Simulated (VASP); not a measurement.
Runs of VASP 6.6.1 on MgO. The structure is that of space group P4/mmm (No. 123), or close to it. The cells are those of the table. 

```csv
task,cell,k mesh,cutoff (eV),smearing,k mesh for the DOS,occupations for the DOS,gap on the mesh (eV),pressure (GPa),relaxed volume (Å³/atom)
relaxation of cell and atoms,"relaxed from a = 2.829, b = 2.829, c = 5.050 Å, 2 atoms",10 × 10 × 6,600,gaussian 0.02 eV,-,-,2.15,0.0,18.49
single point,"a = 2.828, b = 2.828, c = 4.473 Å, angles 90.0, 90.0, 89.9°, 2 atoms",8 × 8 × 4,520,gaussian 0.1 eV,-,-,(a),-0.2,-
single point,"a = 2.829, b = 2.829, c = 5.038 Å, 2 atoms",10 × 10 × 6,520,gaussian 0.02 eV,-,-,2.25,-0.2,-
single point,"a = 2.829, b = 2.829, c = 5.050 Å, 2 atoms",10 × 10 × 6,520,gaussian 0.02 eV,-,-,(b),-0.2,-
relaxation of cell and atoms,"relaxed from a = 2.828, b = 2.828, c = 4.473 Å, 2 atoms",10 × 10 × 6,600,gaussian 0.02 eV,-,-,2.16,0.0,18.62
```

Alike in all rows: level PBE; potentials or basis VASP PAW PBE potentials, release 64 (Mg, O); no spin polarisation.

Q: Fill in the values left out.

A: (a) 2.09; (b) 2.26.

A k mesh can miss the band edges.
